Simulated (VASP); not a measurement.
Set up this calculation in VASP 6.6.1, as the native input.

| Item | Value |
| --- | --- |
| Task | single point |
| Functional | LDA |
| Potentials or basis | VASP PAW LDA potentials, release 64 (Pb_d, Se) |
| Cutoff | 520 eV |
| k mesh | 10 × 10 × 10 |
| Occupations | gaussian, width 0.03 eV |
| Spin | no spin polarisation |
| Dipole correction | no |
| Further INCAR settings | ALGO = Normal; EDIFF = 1e-06; NBANDS = 17 |

The structure of PbSe lies in POSCAR:

```
PbSe
1.0
    0.0000000000      3.0621500000      3.0621500000
    3.0621500000      0.0000000000      3.0621500000
    3.0621500000      3.0621500000      0.0000000000
Pb Se
1 1
Direct
    0.0000000000      0.0000000000      0.0000000000
    0.5408209918      0.5408209918      0.4591790082
```

This cell differs from its parent crystal: all Se atoms moved -0.250 Å, as atom 2 towards its neighbour atom 1 (Pb) at 3.062 Å.

The input as run:

INCAR

```
  PREC = Accurate
  ENCUT = 520
  EDIFF = 1E-6
  ISMEAR = 0
  SIGMA = 0.03
  LREAL = False
  LASPH = True
  NELM = 100
  ALGO = Normal
  ISIF = 2
  LWAVE = False
  LCHARG = False
  GGA = CA
  NBANDS = 17
```

KPOINTS

```
regular mesh
0
Gamma
  10 10 10
```

Potentials or basis: VASP PAW LDA potentials, release 64 (Pb_d, Se).

Command:

```sh
$ cat potpaw_LDA.64/Pb_d/POTCAR potpaw_LDA.64/Se/POTCAR > POTCAR
$ mpirun -np 1 vasp_std > vasp.out
```

It gave:

```json
{
  "Pressure": "-1.2 GPa",
  "Largest force": "0.274 eV/Å",
  "Band gap on the k mesh": "0.77 eV, direct"
}
```

Caveat: the cell differs from its parent crystal (all Se atoms moved -0.250 Å, as atom 2 towards its neighbour atom 1 (Pb) at 3.062 Å); spin-orbit coupling is left out, which moves the levels of the heavy elements.

Wall time 40 s on 1 thread of Intel(R) Xeon(R) 6975P-C (Granite Rapids), with other jobs on the host, peak memory 0.23 GiB.
